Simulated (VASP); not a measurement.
# KNb2W2 (P-3m1) in VASP: further runs

Runs on KNb2W2. Level: PBE. Tasks: single point, relaxation of cell and atoms.

Everything below comes from runs of VASP 6.6.1. Logs are shortened: lines on timing, memory, paths and dates and some standing lists are left out, and cuts for length are marked.

**1. The cell of the first run**

It takes space group P-3m1 (No. 164, trigonal). Conventional cell: a = 4.276 Å, b = 4.276 Å, c = 7.206 Å, α = 90.00°, β = 90.00°, γ = 120.00°. Within 4.1 Å of K (site symmetry -3m) lie 6 W at 3.10 Å and 6 Nb at 3.69 Å. Nb (site symmetry 3m) has 4 W at 2.59 to 2.62 Å and 3 Nb at 3.01 Å within 3.4 Å. Within 3.4 Å of W (site symmetry 3m) lie 4 Nb at 2.59 to 2.62 Å and 3 K at 3.10 Å.

The cell was built from a structure type or drawn by symmetry, and may not be a known phase.

**2. Single point, PBE**

File INCAR:

```
PREC     = Accurate       # precision mode
ENCUT    = 520            # plane-wave cutoff, eV
EDIFF    = 1E-6           # SCF threshold, eV
ISMEAR   = 0              # smearing method
SIGMA    = 0.1            # smearing width, eV
LREAL    = F              # projectors in reciprocal space
LASPH    = T              # aspherical terms in the spheres
NELM     = 100            # most SCF steps
ALGO     = Fast           # electronic algorithm
ISIF     = 2              # what is computed and relaxed
LWAVE    = F              # write WAVECAR
LCHARG   = F              # write CHGCAR
GGA      = PE             # functional
NBANDS   = 40             # bands
```

File KPOINTS:

```
Automatic mesh
0
Gamma
  6 6 4
```

File POSCAR:

```
KNb2W2
1.0
    4.2755564400      0.0000000000      0.0000000000
   -2.1377782200      3.7027405000      0.0000000000
    0.0000000000      0.0000000000      7.2057134900
K Nb W
1 2 2
Direct
    0.0000000000      0.0000000000      0.0000000000
    0.3333333300      0.6666666700      0.6200000000
    0.6666666700      0.3333333300      0.3800000000
    0.3333333300      0.6666666700      0.2599999900
    0.6666666700      0.3333333300      0.7400000100
```

Potentials or basis: VASP PAW PBE potentials, release 64 (K_sv, Nb_sv, W_sv).

Started as:

```console
> cat potpaw_PBE.64/K_sv/POTCAR potpaw_PBE.64/Nb_sv/POTCAR potpaw_PBE.64/W_sv/POTCAR > POTCAR
> mpirun -np 1 vasp_std > vasp.out
```

OUTCAR:

```text
PREC = Accurate
   ENCUT = 520
   EDIFF = 1E-6
   ISMEAR = 0
   LREAL = F
   LASPH = T
   NELM = 100
   ISIF = 2
   GGA = PE

 ion  position               nearest neighbor table
   1  0.000  0.000  0.000-   4 3.10   5 3.10   5 3.10   4 3.10   5 3.10   4 3.10
   2  0.333  0.667  0.620-   4 2.59   5 2.62   5 2.62   5 2.62   3 3.01   3 3.01   3 3.01
   3  0.667  0.333  0.380-   5 2.59   4 2.62   4 2.62   4 2.62   2 3.01   2 3.01   2 3.01
   4  0.333  0.667  0.260-   2 2.59   3 2.62   3 2.62   3 2.62   1 3.10   1 3.10   1 3.10
   5  0.667  0.333  0.740-   3 2.59   2 2.62   2 2.62   2 2.62   1 3.10   1 3.10   1 3.10

  LATTYP: Found a hexagonal cell.
 ALAT       =     4.2755564400
 C/A-ratio  =     1.6853276506

  Lattice vectors:

 A1 = (   4.2755564400,   0.0000000000,   0.0000000000)
 A2 = (  -2.1377782200,   3.7027405000,   0.0000000000)
 A3 = (   0.0000000000,   0.0000000000,   7.2057134900)

Analysis of symmetry for initial positions (statically):
=====================================================================
 Subroutine PRICEL returns:
 Original cell was already a primitive cell.

 Routine SETGRP: Setting up the symmetry group for a
 hexagonal supercell.

 Subroutine GETGRP returns: Found 12 space group operations
 (whereof 12 operations were pure point group operations)
 out of a pool of 24 trial point group operations.

The static configuration has the point symmetry D_3d.

Analysis of symmetry for dynamics (positions and initial velocities):
=====================================================================
 Subroutine PRICEL returns:
 Original cell was already a primitive cell.

 Routine SETGRP: Setting up the symmetry group for a
 hexagonal supercell.

 Subroutine GETGRP returns: Found 12 space group operations
 (whereof 12 operations were pure point group operations)
 out of a pool of 24 trial point group operations.

The dynamic configuration has the point symmetry D_3d.

 Subroutine INISYM returns: Found 12 space group operations
 (whereof 12 operations are pure point group operations),
 and found     1 'primitive' translations

----------------------------------------------------------------------------------------

                                     Primitive cell

  volume of cell :     114.0756

  direct lattice vectors                    reciprocal lattice vectors
     4.275556440  0.000000000  0.000000000     0.233887686  0.135035118  0.000000000
    -2.137778220  3.702740500  0.000000000     0.000000000  0.270070236  0.000000000
     0.000000000  0.000000000  7.205713490     0.000000000  0.000000000  0.138778762

  length of vectors
     4.275556440  4.275556447  7.205713490     0.270070236  0.270070236  0.138778762

  position of ions in fractional coordinates (direct lattice)
     0.000000000  0.000000000  0.000000000
     0.333333330  0.666666670  0.620000000
     0.666666670  0.333333330  0.380000000
     0.333333330  0.666666670  0.259999990
     0.666666670  0.333333330  0.740000010

  ion indices of the primitive-cell ions
   primitive index   ion index
                 1           1
                 2           2
                 3           3
                 4           4
                 5           5

----------------------------------------------------------------------------------------

 KPOINTS: Automatic mesh

Automatic generation of k-mesh.
 Grid dimensions read from file:
 generate k-points for:    6    6    4

 Generating k-lattice:

  Cartesian coordinates                     Fractional coordinates (reciprocal lattice)
     0.038981281  0.022505853  0.000000000     0.166666667 -0.000000000  0.000000000
     0.000000000  0.045011706  0.000000000     0.000000000  0.166666667  0.000000000
     0.000000000  0.000000000  0.034694691     0.000000000  0.000000000  0.250000000

  Length of vectors
     0.045011706  0.045011706  0.034694691

  Shift w.r.t. Gamma in fractional coordinates (k-lattice)
     0.000000000  0.000000000  0.000000000

 Subroutine IBZKPT returns following result:
 ===========================================

 Found     24 irreducible k-points:

 Following reciprocal coordinates:
            Coordinates               Weight
  0.000000  0.000000  0.000000      1.000000
  0.166667  0.000000  0.000000      6.000000
  0.333333  0.000000  0.000000      6.000000
  0.500000  0.000000  0.000000      3.000000
  0.166667  0.166667  0.000000      6.000000
  0.333333  0.166667  0.000000     12.000000
[... 16 lines left out ...]
  0.333333  0.166667  0.500000     12.000000
  0.333333  0.333333  0.500000      2.000000
   k-points           NKPTS =     24   k-points in BZ     NKDIM =     24   number of bands    NBANDS=     40
   number of dos      NEDOS =    301   number of ions     NIONS =      5
   total plane-waves  NPLWV =  55296
   dimension x,y,z NGX =    32 NGY =   32 NGZ =   54
   dimension x,y,z NGXF=    64 NGYF=   64 NGZF=  108
   ions per type =               1   2   2
   NGX,Y,Z   is equivalent  to a cutoff of  12.44, 12.44, 12.46 a.u.
   NGXF,Y,Z  is equivalent  to a cutoff of  24.89, 24.89, 24.92 a.u.
 SYSTEM =  unknown system
   PREC   = accura    normal or accurate (medium, high low for compatibility)
   ISTART =      0    job   : 0-new  1-cont  2-samecut
   ICHARG =      2    charge: 1-file 2-atom 10-const
   ISPIN  =      1    spin polarized calculation?
   LNONCOLLINEAR =      F non collinear calculations
   LSORBIT =      F    spin-orbit coupling
   LASPH  =      T    aspherical Exc in radial PAW
   ENCUT  =  520.0 eV  38.22 Ry    6.18 a.u.   7.95  7.95 13.40*2*pi/ulx,y,z
   NELM   =    100;   NELMIN=  2; NELMDL= -5     # of ELM steps
   EDIFF  = 0.1E-05   stopping-criterion for ELM
   LREAL  =      F    real-space projection
   EDIFFG = 0.1E-04   stopping-criterion for IOM
   NSW    =      0    number of steps for IOM
   IBRION =     -1    ionic relax: 0-MD 1-quasi-New 2-CG
   NFREE  =      0    steps in history (QN), initial steepest desc. (CG)
   ISIF   =      2    stress and relaxation
   ISYM   =      2    0-nonsym 1-usesym 2-fastsym
   POTIM  = 0.5000    time-step for ionic-motion
   TEBEG  =    0.0;   TEEND  =   0.0 temperature during run
   PSTRESS=    0.0 pullay stress
   NELECT =      63.0000    total number of electrons
   NUPDOWN=      -1.0000    fix difference up-down
   EMIN   =  10.00;   EMAX   =-10.00  energy-range for DOS
   EFERMI =   0.00;   METHOD = LEGACY
   ISMEAR =     0;   SIGMA  =   0.10  broadening in eV -4-tet -1-fermi 0-gaus
   EFERMI_NEDOS =   21; number of points for ismear=-14 and -15
   IALGO  =     68    algorithm
   IMIX   =      4    mixing-type and parameters
     AMIX     =   0.40;   BMIX     =  1.00
     AMIX_MAG =   1.60;   BMIX_MAG =  1.00
  volume/ion in A,a.u.               =      22.82       153.96
  Fermi-wavevector in a.u.,A,eV,Ry     =   1.343149  2.538183 24.545563  1.804048
  Thomas-Fermi vector in A             =   2.471246
   LORBIT       =      0    0 simple, 1 ext, 2 COOP (PROOUT), +10 PAW based schemes
   GGA     = PE    functional components
   LHFCALC =     F    Hartree Fock is set to
   AEXX    =    0.0000 exact exchange contribution
   IVDW    =     0    specifies the selected vdW correction
   LEPSILON=     F    determine dielectric tensor
   LRPA    =     F    only Hartree local field effects (RPA)
 non-spin polarized calculation
 RMM-DIIS sequential band-by-band and
 Gauss-broadening in eV      SIGMA  =   0.10
  energy-cutoff  :      520.00
  volume of cell :      114.08
 maximum number of plane-waves:      3120
   NGX = 15   NGY = 15   NGZ = 27

 number of electron      62.9999996 magnetization

 Free energy of the ion-electron system (eV)
  ---------------------------------------------------
  ext. energy  EPLUGINS =         0.00000000
  ---------------------------------------------------
  free energy    TOTEN  =       -39.34455066 eV

  energy without entropy =      -39.31640983  energy(sigma->0) =      -39.33048025

 E-fermi :   6.2616     XC(G=0): -10.7739

 val. band max:        6.2483536579   @ k =   0.1667   0.1667   0.2500
 cond. band min:       6.2699891805   @ k =   0.3333   0.1667   0.2500
 fundamental gap:      0.0216355226
 Fermi energy:         6.2615640481

 k-point     1 :       0.0000    0.0000    0.0000
  band No.  band energies     occupation
      1     -66.6970      2.00000
      2     -66.6964      2.00000
      3     -47.8286      2.00000
      4     -47.7402      2.00000
      5     -31.1206      2.00000
      6     -31.1165      2.00000
[... 32 lines left out ...]
     39       9.4261      0.00000
     40       9.4452      0.00000

 k-point     2 :       0.1667    0.0000    0.0000
  band No.  band energies     occupation
      1     -66.6969      2.00000
      2     -66.6964      2.00000
      3     -47.8240      2.00000
      4     -47.7461      2.00000
      5     -31.1226      2.00000
      6     -31.1205      2.00000
[... 32 lines left out ...]
     39       9.2148      0.00000
     40       9.3168      0.00000

 k-point     3 :       0.3333    0.0000    0.0000
  band No.  band energies     occupation
      1     -66.6966      2.00000
      2     -66.6963      2.00000
      3     -47.8118      2.00000
      4     -47.7608      2.00000
      5     -31.1269      2.00000
      6     -31.1264      2.00000
[... 32 lines left out ...]
     39       9.3306      0.00000
     40       9.5605      0.00000

 k-point     4 :       0.5000    0.0000    0.0000
  band No.  band energies     occupation
      1     -66.6964      2.00000
      2     -66.6963      2.00000
      3     -47.8016      2.00000
      4     -47.7722      2.00000
      5     -31.1294      2.00000
      6     -31.1283      2.00000
[... 32 lines left out ...]
     39       9.4665      0.00000
     40       9.9247      0.00000
[... 772 lines left out ...]
     39       9.4291      0.00000
     40       9.7034      0.00000

 k-point    23 :       0.3333    0.1667    0.5000
  band No.  band energies     occupation
      1     -66.6964      2.00000
      2     -66.6963      2.00000
      3     -47.8016      2.00000
      4     -47.7722      2.00000
      5     -31.1293      2.00000
      6     -31.1273      2.00000
[... 32 lines left out ...]
     39       9.6121      0.00000
     40       9.9108      0.00000

 k-point    24 :       0.3333    0.3333    0.5000
  band No.  band energies     occupation
      1     -66.6963      2.00000
      2     -66.6963      2.00000
      3     -47.7872      2.00000
      4     -47.7872      2.00000
      5     -31.1292      2.00000
      6     -31.1292      2.00000
[... 32 lines left out ...]
     39       9.6759      0.00000
     40       9.7078      0.00000

------------------------ aborting loop because EDIFF is reached ----------------------------------------

  FORCE on cell =-STRESS in cart. coord.  units (eV):
  Direction    XX          YY          ZZ          XY          YZ          ZX
  --------------------------------------------------------------------------------------
  -------------------------------------------------------------------------------------
  Total        4.2757798      4.2757798      2.1673473     -0.0000000      0.0000000      0.0000000
  in kB       60.0527638     60.0527641     30.4401070     -0.0000000      0.0000000      0.0000000
  external PRESSURE =      50.1818783 kB  Pullay stress =       0.0000000 kB

 VOLUME and BASIS-vectors are now :
 -----------------------------------------------------------------------------
  energy-cutoff  :      520.00
  volume of cell :      114.08
      direct lattice vectors                 reciprocal lattice vectors
     4.275556440  0.000000000  0.000000000     0.233887686  0.135035118  0.000000000
    -2.137778220  3.702740500  0.000000000     0.000000000  0.270070236  0.000000000
     0.000000000  0.000000000  7.205713490     0.000000000  0.000000000  0.138778762

 POSITION                                       TOTAL-FORCE (eV/Angst)
 -----------------------------------------------------------------------------------
      0.00000      0.00000      0.00000         0.000000      0.000000      0.000000
     -0.00000      2.46849      4.46754        -0.000000      0.000000     -1.050448
      2.13778      1.23425      2.73817         0.000000     -0.000000      1.050448
     -0.00000      2.46849      1.87349        -0.000000     -0.000000      0.322607
      2.13778      1.23425      5.33223         0.000000      0.000000     -0.322607
 -----------------------------------------------------------------------------------
    total drift:                                0.000000     -0.000000      0.000000

  FREE ENERGIE OF THE ION-ELECTRON SYSTEM (eV)
  ---------------------------------------------------
  free  energy   TOTEN  =       -39.3445506620 eV

  energy  without entropy=      -39.3164098319  energy(sigma->0) =      -39.33048025
```

Run time: 2.9 min. Hardware: 1 thread of Intel Xeon 6975P-C (Granite Rapids), shared host; peak memory 0.28 GiB.

Results:

```yaml
Free_energy: -39.3446 eV
Pressure: 5.0 GPa
Largest_force: 1.050 eV/Å
Band_gap_on_the_k_mesh: zero (an odd number of electrons rules out a gap without spin polarisation)
```

Forces on the atoms (eV/Å):
```
K    0.000  0.000  0.000
Nb   0.000  0.000 -1.050
Nb   0.000  0.000  1.050
W    0.000  0.000  0.323
W    0.000  0.000 -0.323
```

Stress tensor (GPa, compression positive):
```
6.01 0.00 0.00
0.00 6.01 0.00
0.00 0.00 3.04
```

Caveat: the cell stands under pressure; spin-orbit coupling is left out, which moves the levels of the heavy elements; forces of over 1 eV/Å act on the atoms, so gaps and moduli don't describe the material at rest.

(Part 1 of 2 ends here.)
